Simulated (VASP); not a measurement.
A run of VASP 6.6.1 is set up as follows.

INCAR

```
SYSTEM = HC6
PREC = Accurate
ENCUT = 520
EDIFF = 1E-6
ISMEAR = 0
SIGMA = 0.1
LREAL = .FALSE.
LASPH = .TRUE.
NELM = 100
ALGO = Normal
ISIF = 2
LWAVE = .FALSE.
LCHARG = .FALSE.
LDIPOL = .TRUE.
IDIPOL = 3
DIPOL = 0.5 0.5 0.311
GGA = PE
NBANDS = 38
```

KPOINTS

```
regular mesh
0
G
  6 3 1
  0 0 0
```

File POSCAR:

```
HC6
1.0
    4.9326910638      0.0000000000      0.0000000000
    0.0000000000      8.5222964205      0.0000000000
    0.0000000000      0.0000000000     22.9416055954
C H
12 2
Direct
    0.0000000000      0.0000000000      0.1743557130
    0.5000000000      0.0000000000      0.1743557130
    0.2500000000      0.0000000000      0.2053898368
    0.7500000000      0.0000000000      0.2053898368
    0.2500000000      0.0000000000      0.2674580844
    0.7500000000      0.0000000000      0.2674580844
    0.0000000000      0.0000000000      0.2977124344
    0.5000000000      0.0000000000      0.2977124344
    0.0000000000      0.0000000000      0.3626190265
    0.5000000000      0.0000000000      0.3626190265
    0.2500000000      0.0000000000      0.3897550046
    0.7500000000      0.0000000000      0.3897550046
    0.0984600008      0.0000000000      0.4791123075
    0.4015399992      0.0000000000      0.4791123075
```

Potentials or basis: VASP PAW PBE potentials, release 64 (C, H).

Run with:

```bash
$ cat potpaw_PBE.64/C/POTCAR potpaw_PBE.64/H/POTCAR > POTCAR
$ mpirun -np 1 vasp_std > vasp.out
```

Task: Predict the largest force.

Result: 3.176 eV/Å.

Task: Estimate the band gap on the k mesh.

Result: 0.02 eV.

Forces on the atoms (eV/Å):
```
C   -0.211  0.000  1.560
C    0.211  0.000  1.560
C    0.000  0.000 -3.176
C    0.000  0.000 -2.857
C    0.000  0.000  1.126
C    0.000  0.000  1.402
C    0.237  0.000  0.336
C   -0.237  0.000  0.336
C   -0.172  0.000 -0.350
C    0.172  0.000 -0.350
C    0.000  0.000 -0.345
C    0.000  0.000  2.042
H    2.438  0.000 -0.642
H   -2.438  0.000 -0.642
```
